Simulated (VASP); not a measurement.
A run of VASP 6.6.1 is set up as follows.

Contents of INCAR:

```
SYSTEM = MgO
PREC = Accurate ; ENCUT = 520
EDIFF = 1E-6 ; ISMEAR = 0
SIGMA = 0.05 ; LREAL = .False.
LASPH = .True. ; NELM = 100
ALGO = Normal ; ISIF = 2
LWAVE = .False. ; LCHARG = .True.
GGA = PS ; LELF = .True.
LVHAR = .True. ; NBANDS = 16
```

File KPOINTS:

```
regular mesh
0
Gamma
  9 9 6
  0 0 0
```

Contents of POSCAR:

```
MgO
1.0
    3.5763691814      0.0000000000      0.0000000000
   -1.7881845907      3.0972265644      0.0000000000
    0.0000000000      0.0000000000      3.9988201221
Mg O
2 2
Direct
    0.6787596180      0.3575192359      0.7500000000
    0.3212403820      0.6424807641      0.2500000000
    0.6577627629      0.3155255259      0.2500000000
    0.3422372371      0.6844744741      0.7500000000
```

Potentials or basis: VASP PAW PBE potentials, release 64 (Mg, O).

Command:

```console
$ cat potpaw_PBE.64/Mg/POTCAR potpaw_PBE.64/O/POTCAR > POTCAR
$ mpirun -np 1 vasp_std > vasp.out
```

Problem. What does it give for the pressure?

Solution. 1.7 GPa.

Problem. Estimate the largest force.

Solution. 0.488 eV/Å.

Problem. Estimate the band gap on the k mesh.

Solution. 3.32 eV, direct.

Forces in eV/Å, atoms in the order of the input:
```
Mg   0.000 -0.488  0.000
Mg   0.000  0.488  0.000
O    0.000  0.357  0.000
O    0.000 -0.357  0.000
```

Caveat: the cell differs from its parent crystal (mode 5 frozen in at +0.073 Å, strain +e along z and -e/2 along x and y -0.0467); the PAW data sets were made with another functional, which shifts forces and pressure a little.
